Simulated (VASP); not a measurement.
# Ge2Sb2Te (P6/mmm) in VASP: notebook

Ge2Sb2Te is run at these levels: PBE; tasks: single point, relaxation of cell and atoms.

Everything below comes from runs of VASP 6.6.1. Logs are shortened: lines on timing, memory, paths and dates and some standing lists are left out, and cuts for length are marked.

### Step 1. The cell of the first run

The structure is hexagonal, space group P6/mmm (No. 191). The conventional cell has a = 5.240 Å, b = 5.240 Å, c = 5.854 Å, α = 90.00°, β = 90.00°, γ = 120.00°. Within 3.9 Å of Ge (site symmetry -6m2) lie 2 Sb at 2.93 Å and 3 Ge at 3.03 Å and 3 Te at 3.03 Å. Within 3.9 Å of Sb (site symmetry -6m2) lie 2 Ge at 2.93 Å and 3 Sb at 3.03 Å. Te (site symmetry 6/mmm) has 6 Ge at 3.03 Å within 4.0 Å.

The cell was generated, and may not be a known phase.

### Step 2. Single point, PBE

INCAR reads:

```
SYSTEM = Ge2Sb2Te
ALGO     = Normal         ! electronic algorithm
EDIFF    = 1E-7           ! SCF threshold, eV
ENCUT    = 520            ! plane-wave cutoff, eV
GGA      = PE             ! functional
ISIF     = 2              ! what is computed and relaxed
ISMEAR   = 0              ! smearing method
LASPH    = .TRUE.         ! aspherical terms in the spheres
LCHARG   = .FALSE.        ! write CHGCAR
LREAL    = .FALSE.        ! projectors in reciprocal space
LWAVE    = .FALSE.        ! write WAVECAR
NBANDS   = 30             ! bands
NELM     = 100            ! most SCF steps
PREC     = Accurate       ! precision mode
SIGMA    = 0.1            ! smearing width, eV
```

KPOINTS reads:

```
k-points
0
G
  12 12 6
  0 0 0
```

POSCAR reads:

```
Ge2Sb2Te
1.0
    5.2395733352      0.0000000000      0.0000000000
   -2.6197866676      4.5376036133      0.0000000000
    0.0000000000      0.0000000000      5.8539178041
Ge Sb Te
2 2 1
Direct
    0.3333333333      0.6666666667      0.5000000000
    0.6666666667      0.3333333333      0.5000000000
    0.3333333333      0.6666666667      0.0000000000
    0.6666666667      0.3333333333      0.0000000000
    0.0000000000      0.0000000000      0.5000000000
```

Potentials or basis: VASP PAW PBE potentials, release 64 (Ge_d, Sb, Te).

Launch:

```
> cat potpaw_PBE.64/Ge_d/POTCAR potpaw_PBE.64/Sb/POTCAR potpaw_PBE.64/Te/POTCAR > POTCAR
> mpirun -np 1 vasp_std > vasp.out
```

OUTCAR:

```text
SYSTEM = Ge2Sb2Te
   EDIFF = 1E-7
   ENCUT = 520
   GGA = PE
   ISIF = 2
   ISMEAR = 0
   LASPH = .TRUE.
   LREAL = .FALSE.
   NELM = 100
   PREC = Accurate

 ion  position               nearest neighbor table
   1  0.333  0.667  0.500-   3 2.93   3 2.93   5 3.03   5 3.03   5 3.03
   2  0.667  0.333  0.500-   4 2.93   4 2.93   5 3.03   5 3.03   5 3.03
   3  0.333  0.667  0.000-   1 2.93   1 2.93   4 3.03   4 3.03   4 3.03
   4  0.667  0.333  0.000-   2 2.93   2 2.93   3 3.03   3 3.03   3 3.03
   5  0.000  0.000  0.500-   1 3.03   2 3.03   2 3.03   1 3.03   2 3.03   1 3.03

  LATTYP: Found a hexagonal cell.
 ALAT       =     5.2395733352
 C/A-ratio  =     1.1172508580

  Lattice vectors:

 A1 = (   5.2395733352,   0.0000000000,   0.0000000000)
 A2 = (  -2.6197866676,   4.5376036133,   0.0000000000)
 A3 = (   0.0000000000,   0.0000000000,   5.8539178041)

Analysis of symmetry for initial positions (statically):
=====================================================================
 Subroutine PRICEL returns:
 Original cell was already a primitive cell.

 Routine SETGRP: Setting up the symmetry group for a
 hexagonal supercell.

 Subroutine GETGRP returns: Found 24 space group operations
 (whereof 24 operations were pure point group operations)
 out of a pool of 24 trial point group operations.

The static configuration has the point symmetry D_6h.

Analysis of symmetry for dynamics (positions and initial velocities):
=====================================================================
 Subroutine PRICEL returns:
 Original cell was already a primitive cell.

 Routine SETGRP: Setting up the symmetry group for a
 hexagonal supercell.

 Subroutine GETGRP returns: Found 24 space group operations
 (whereof 24 operations were pure point group operations)
 out of a pool of 24 trial point group operations.

The dynamic configuration has the point symmetry D_6h.

 Subroutine INISYM returns: Found 24 space group operations
 (whereof 24 operations are pure point group operations),
 and found     1 'primitive' translations

----------------------------------------------------------------------------------------

                                     Primitive cell

  volume of cell :     139.1775

  direct lattice vectors                    reciprocal lattice vectors
     5.239573335  0.000000000  0.000000000     0.190855235  0.110190321  0.000000000
    -2.619786668  4.537603613  0.000000000     0.000000000  0.220380643  0.000000000
     0.000000000  0.000000000  5.853917804     0.000000000  0.000000000  0.170825767

  length of vectors
     5.239573335  5.239573335  5.853917804     0.220380643  0.220380643  0.170825767

  position of ions in fractional coordinates (direct lattice)
     0.333333333  0.666666667  0.500000000
     0.666666667  0.333333333  0.500000000
     0.333333333  0.666666667  0.000000000
     0.666666667  0.333333333  0.000000000
     0.000000000  0.000000000  0.500000000

  ion indices of the primitive-cell ions
   primitive index   ion index
                 1           1
                 2           2
                 3           3
                 4           4
                 5           5

----------------------------------------------------------------------------------------

 KPOINTS: k-points

Automatic generation of k-mesh.
 Grid dimensions read from file:
 generate k-points for:   12   12    6

 Generating k-lattice:

  Cartesian coordinates                     Fractional coordinates (reciprocal lattice)
     0.015904603  0.009182527  0.000000000     0.083333333  0.000000000  0.000000000
     0.000000000  0.018365054  0.000000000     0.000000000  0.083333333  0.000000000
     0.000000000  0.000000000  0.028470961     0.000000000  0.000000000  0.166666667

  Length of vectors
     0.018365054  0.018365054  0.028470961

  Shift w.r.t. Gamma in fractional coordinates (k-lattice)
     0.000000000  0.000000000  0.000000000

 Subroutine IBZKPT returns following result:
 ===========================================

 Found     76 irreducible k-points:

 Following reciprocal coordinates:
            Coordinates               Weight
  0.000000  0.000000  0.000000      1.000000
  0.083333  0.000000  0.000000      6.000000
  0.166667  0.000000  0.000000      6.000000
  0.250000  0.000000  0.000000      6.000000
  0.333333 -0.000000  0.000000      6.000000
  0.416667 -0.000000  0.000000      6.000000
[... 16 lines left out ...]
  0.250000  0.000000  0.166667     12.000000
  0.333333 -0.000000  0.166667     12.000000
 [... further k-points ...]
   k-points           NKPTS =     76   k-points in BZ     NKDIM =     76   number of bands    NBANDS=     30
   number of dos      NEDOS =    301   number of ions     NIONS =      5
   total plane-waves  NPLWV =  76800
   dimension x,y,z NGX =    40 NGY =   40 NGZ =   48
   dimension x,y,z NGXF=    80 NGYF=   80 NGZF=   96
   ions per type =               2   2   1
   NGX,Y,Z   is equivalent  to a cutoff of  12.69, 12.69, 13.63 a.u.
   NGXF,Y,Z  is equivalent  to a cutoff of  25.38, 25.38, 27.26 a.u.
 SYSTEM =  Ge2Sb2Te
   PREC   = accura    normal or accurate (medium, high low for compatibility)
   ISTART =      0    job   : 0-new  1-cont  2-samecut
   ICHARG =      2    charge: 1-file 2-atom 10-const
   ISPIN  =      1    spin polarized calculation?
   LNONCOLLINEAR =      F non collinear calculations
   LSORBIT =      F    spin-orbit coupling
   LASPH  =      T    aspherical Exc in radial PAW
   ENCUT  =  520.0 eV  38.22 Ry    6.18 a.u.   9.74  9.74 10.88*2*pi/ulx,y,z
   NELM   =    100;   NELMIN=  2; NELMDL= -5     # of ELM steps
   EDIFF  = 0.1E-06   stopping-criterion for ELM
   LREAL  =      F    real-space projection
   EDIFFG = 0.1E-05   stopping-criterion for IOM
   NSW    =      0    number of steps for IOM
   IBRION =     -1    ionic relax: 0-MD 1-quasi-New 2-CG
   NFREE  =      0    steps in history (QN), initial steepest desc. (CG)
   ISIF   =      2    stress and relaxation
   ISYM   =      2    0-nonsym 1-usesym 2-fastsym
   POTIM  = 0.5000    time-step for ionic-motion
   TEBEG  =    0.0;   TEEND  =   0.0 temperature during run
   PSTRESS=    0.0 pullay stress
   NELECT =      44.0000    total number of electrons
   NUPDOWN=      -1.0000    fix difference up-down
   EMIN   =  10.00;   EMAX   =-10.00  energy-range for DOS
   EFERMI =   0.00;   METHOD = LEGACY
   ISMEAR =     0;   SIGMA  =   0.10  broadening in eV -4-tet -1-fermi 0-gaus
   EFERMI_NEDOS =   21; number of points for ismear=-14 and -15
   IALGO  =     38    algorithm
   IMIX   =      4    mixing-type and parameters
     AMIX     =   0.40;   BMIX     =  1.00
     AMIX_MAG =   1.60;   BMIX_MAG =  1.00
  volume/ion in A,a.u.               =      27.84       187.84
  Fermi-wavevector in a.u.,A,eV,Ry     =   1.115243  2.107503 16.922465  1.243766
  Thomas-Fermi vector in A             =   2.251845
   LORBIT       =      0    0 simple, 1 ext, 2 COOP (PROOUT), +10 PAW based schemes
   GGA     = PE    functional components
   LHFCALC =     F    Hartree Fock is set to
   AEXX    =    0.0000 exact exchange contribution
   IVDW    =     0    specifies the selected vdW correction
   LEPSILON=     F    determine dielectric tensor
   LRPA    =     F    only Hartree local field effects (RPA)
 non-spin polarized calculation
 Gauss-broadening in eV      SIGMA  =   0.10
  energy-cutoff  :      520.00
  volume of cell :      139.18
 maximum number of plane-waves:      3770
 NGX is ok and might be reduce to    40
   NGX = 19   NGY = 19   NGZ = 21

 number of electron      44.0000017 magnetization

 Free energy of the ion-electron system (eV)
  ---------------------------------------------------
  ext. energy  EPLUGINS =         0.00000000
  ---------------------------------------------------
  free energy    TOTEN  =       -19.52417433 eV

  energy without entropy =      -19.51727213  energy(sigma->0) =      -19.52072323

 E-fermi :   6.0286     XC(G=0):  -9.6671

 val. band max:        6.0190469675   @ k =   0.3333   0.1667   0.3333
 cond. band min:       6.0587939442   @ k =   0.4167  -0.0000   0.5000
 fundamental gap:      0.0397469767
 Fermi energy:         6.0286189865

 k-point     1 :       0.0000    0.0000    0.0000
  band No.  band energies     occupation
      1     -18.7421      2.00000
      2     -18.7421      2.00000
      3     -18.7280      2.00000
      4     -18.7193      2.00000
      5     -18.7193      2.00000
      6     -18.7138      2.00000
[... 22 lines left out ...]
     29      10.9545      0.00000
     30      11.3432      0.00000

 k-point     2 :       0.0833    0.0000    0.0000
  band No.  band energies     occupation
      1     -18.7436      2.00000
      2     -18.7431      2.00000
      3     -18.7291      2.00000
      4     -18.7177      2.00000
      5     -18.7170      2.00000
      6     -18.7139      2.00000
[... 22 lines left out ...]
     29      11.1672      0.00000
     30      11.3543      0.00000

 k-point     3 :       0.1667    0.0000    0.0000
  band No.  band energies     occupation
      1     -18.7470      2.00000
      2     -18.7458      2.00000
      3     -18.7303      2.00000
      4     -18.7142      2.00000
      5     -18.7140      2.00000
      6     -18.7129      2.00000
[... 22 lines left out ...]
     29      11.4615      0.00000
     30      11.4751      0.00000

 k-point     4 :       0.2500    0.0000    0.0000
  band No.  band energies     occupation
      1     -18.7508      2.00000
      2     -18.7492      2.00000
      3     -18.7308      2.00000
      4     -18.7145      2.00000
      5     -18.7119      2.00000
      6     -18.7100      2.00000
[... 616 lines left out ...]
     29      11.1108      0.00000
     30      11.5999      0.00000

 k-point    23 :       0.2500    0.0000    0.1667
  band No.  band energies     occupation
      1     -18.7508      2.00000
      2     -18.7492      2.00000
      3     -18.7309      2.00000
      4     -18.7146      2.00000
      5     -18.7120      2.00000
      6     -18.7100      2.00000
[... 22 lines left out ...]
     29      10.4359      0.00000
     30      11.4945      0.00000

 k-point    24 :       0.3333   -0.0000    0.1667
  band No.  band energies     occupation
      1     -18.7539      2.00000
      2     -18.7522      2.00000
      3     -18.7310      2.00000
      4     -18.7149      2.00000
      5     -18.7108      2.00000
      6     -18.7066      2.00000
[... 22 lines left out ...]
     29      10.3689      0.00000
     30      10.9139      0.00000

 [... further k-points ...]

------------------------ aborting loop because EDIFF is reached ----------------------------------------

  FORCE on cell =-STRESS in cart. coord.  units (eV):
  Direction    XX          YY          ZZ          XY          YZ          ZX
  --------------------------------------------------------------------------------------
  -------------------------------------------------------------------------------------
  Total       -0.0366798     -0.0366798     -0.0190967      0.0000000     -0.0000000     -0.0000000
  in kB       -0.4222489     -0.4222489     -0.2198361      0.0000000     -0.0000000     -0.0000000
  external PRESSURE =      -0.3547779 kB  Pullay stress =       0.0000000 kB

 VOLUME and BASIS-vectors are now :
 -----------------------------------------------------------------------------
  energy-cutoff  :      520.00
  volume of cell :      139.18
      direct lattice vectors                 reciprocal lattice vectors
     5.239573335  0.000000000  0.000000000     0.190855235  0.110190321  0.000000000
    -2.619786668  4.537603613  0.000000000     0.000000000  0.220380643  0.000000000
     0.000000000  0.000000000  5.853917804     0.000000000  0.000000000  0.170825767

 POSITION                                       TOTAL-FORCE (eV/Angst)
 -----------------------------------------------------------------------------------
     -0.00000      3.02507      2.92696         0.000000      0.000000      0.000000
      2.61979      1.51253      2.92696        -0.000000     -0.000000      0.000000
     -0.00000      3.02507      0.00000         0.000000      0.000000      0.000000
      2.61979      1.51253      0.00000         0.000000      0.000000     -0.000000
      0.00000      0.00000      2.92696         0.000000      0.000000      0.000000
 -----------------------------------------------------------------------------------
    total drift:                               -0.000000      0.000000      0.000000

  FREE ENERGIE OF THE ION-ELECTRON SYSTEM (eV)
  ---------------------------------------------------
  free  energy   TOTEN  =       -19.5241743266 eV

  energy  without entropy=      -19.5172721272  energy(sigma->0) =      -19.52072323
```

It took 5.2 min on 1 thread of AMD EPYC 7R13 (Zen 3), shared host; peak memory 0.43 GiB.

Results:

| Quantity | Value |
| --- | --- |
| Free energy | -19.5242 eV |
| Pressure | 0.0 GPa |
| Band gap on the k mesh | zero (bands 22 and 23 overlap by 1.62 eV) |

Levels at points of the mesh, in eV from the Fermi level:
```tsv
k point	band 19	band 20	band 21	band 22	band 23	band 24	band 25	band 26
(0.00, 0.00, 0.00)	-3.43	-3.43	-1.56	-0.99	-0.99	-0.28	1.45	1.45
(0.50, 0.00, 0.00)	-2.61	-1.60	-1.24	-0.24	1.25	2.20	2.28	2.54
(0.00, 0.00, 0.50)	-2.73	-2.21	-2.21	-2.11	-0.94	0.75	0.75	0.81
(0.50, 0.00, 0.50)	-0.79	-0.26	0.38	0.63	0.68	1.17	2.16	2.19
```

Caveat: spin-orbit coupling is left out, which moves the levels of the heavy elements.

### Step 3. Relaxation of cell and atoms, PBE

This run uses another cell than the first one, of 28.31 Å³/atom.

INCAR reads:

```
SYSTEM = Ge2Sb2Te
  ALGO = Normal
  EDIFF = 1E-6
  EDIFFG = -0.04
  ENCUT = 600
  GGA = PE
  IBRION = 2
  ISIF = 3
  ISMEAR = 0
  LASPH = .TRUE.
  LCHARG = .FALSE.
  LREAL = .FALSE.
  LWAVE = .FALSE.
  NELM = 60
  NSW = 90
  PREC = Accurate
  SIGMA = 0.1
```

KPOINTS reads:

```
k-points
0
G
  6 6 4
  0 0 0
```

Changes to POSCAR since step 2:

```diff
@@ -2,5 +2,5 @@
 1.0
-    5.2395733352      0.0000000000      0.0000000000
-   -2.6197866676      4.5376036133      0.0000000000
-    0.0000000000      0.0000000000      5.8539178041
+    5.1698294509      0.0000000000      0.0000000000
+   -2.5849147254      4.4772036377      0.0000000000
+    0.0000000000      0.0000000000      6.1143643812
 Ge Sb Te
```

Potentials or basis: VASP PAW PBE potentials, release 64 (Ge_d, Sb, Te).

Launch:

```
> cat potpaw_PBE.64/Ge_d/POTCAR potpaw_PBE.64/Sb/POTCAR potpaw_PBE.64/Te/POTCAR > POTCAR
> mpirun -np 1 vasp_std > vasp.out
```

Run time: 4.2 min. Hardware: 1 thread of AMD EPYC 7R13 (Zen 3), shared host; peak memory 0.33 GiB.

Results (log left out):

```
Free energy                           : -19.4762 eV
Relaxed volume                        : 28.10 Å³/atom
Relaxed cell                          : a = 5.234 Å, b = 5.234 Å, c = 5.921 Å, α = 90.00°, β = 90.00°, γ = 120.00°
Space group after relaxing (to 0.1 Å) : P6/mmm (No. 191)
Energy gained by relaxing             : 10.8 meV/atom
Ionic steps                           : 4
Pressure after relaxing               : 0.1 GPa
Band gap on the k mesh                : zero (bands 22 and 23 overlap by 1.61 eV)
```

The path:
```
step  energy change (eV)  largest force (eV/Å)  pressure (GPa)  volume (Å³)
   1              0.0000                0.0000            0.28       141.53
   2             -0.0502                0.0000           -0.48       142.47
   3             -0.0509                0.0000           -0.58       142.57
   4             -0.0541                0.0000            0.10       140.48
```

Final structure:
```
Ge Sb Te
1.0
     5.23408    0.00000    0.00000
    -2.61704    4.53284    0.00000
     0.00000    0.00000    5.92121
Ge Sb Te
2 2 1
Direct
  0.33333 0.66667 0.50000
  0.66667 0.33333 0.50000
  0.33333 0.66667 0.00000
  0.66667 0.33333 0.00000
  0.00000 0.00000 0.50000
```

Levels at points of the mesh, in eV from the Fermi level:
```tsv
k point	band 18	band 19	band 20	band 21	band 22	band 23	band 24	band 25	band 26
(0.00, 0.00, 0.00)	-3.42	-3.26	-3.26	-1.32	-0.97	-0.97	-0.19	1.61	1.61
(0.50, 0.00, 0.00)	-3.14	-2.51	-1.41	-1.13	-0.16	1.28	2.32	2.34	2.71
(0.00, 0.00, 0.50)	-2.53	-2.53	-2.18	-2.18	-2.09	-0.91	0.89	0.95	0.95
(0.50, 0.00, 0.50)	-2.64	-0.70	-0.18	0.37	0.64	0.75	1.20	2.17	2.24
```

Caveat: spin-orbit coupling is left out, which moves the levels of the heavy elements.

The gap in the log of VASP goes by the Fermi energy; the results here count the filled bands.